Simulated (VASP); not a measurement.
Input of a VASP 6.6.1 run:

INCAR

```
  ALGO = Normal
  EDIFF = 1E-7
  ENCUT = 520
  GGA = RE
  ISIF = 2
  ISMEAR = -1
  LASPH = T
  LCHARG = F
  LREAL = F
  LWAVE = F
  NBANDS = 14
  NELM = 60
  PREC = Accurate
  SIGMA = 0.05
```

File KPOINTS:

```
k-points
0
Gamma
  10 10 10
```

File POSCAR:

```
HfC
1.0
    0.0000000000      2.3357811288      2.3357811288
    2.3357811288      0.0000000000      2.3357811288
    2.3357811288      2.3357811288      0.0000000000
Hf C
1 1
Direct
    0.5000000000      0.5000000000      0.5000000000
    0.0000000000      0.0000000000      0.0000000000
```

Potentials or basis: VASP PAW PBE potentials, release 64 (Hf_pv, C).

Run with:

```bash
$ cat potpaw_PBE.64/Hf_pv/POTCAR potpaw_PBE.64/C/POTCAR > POTCAR
$ mpirun -np 1 vasp_std > vasp.out
```

(1) Estimate the pressure.

(2) Predict the band gap on the k mesh.

Answers

(1) -0.8 GPa.

(2) zero (band 7 reaches 6.92 eV, above the bottom of band 8 at 5.52 eV).

Caveat: the PAW data sets were made with another functional, which shifts forces and pressure a little; spin-orbit coupling is left out, which moves the levels of the heavy elements.
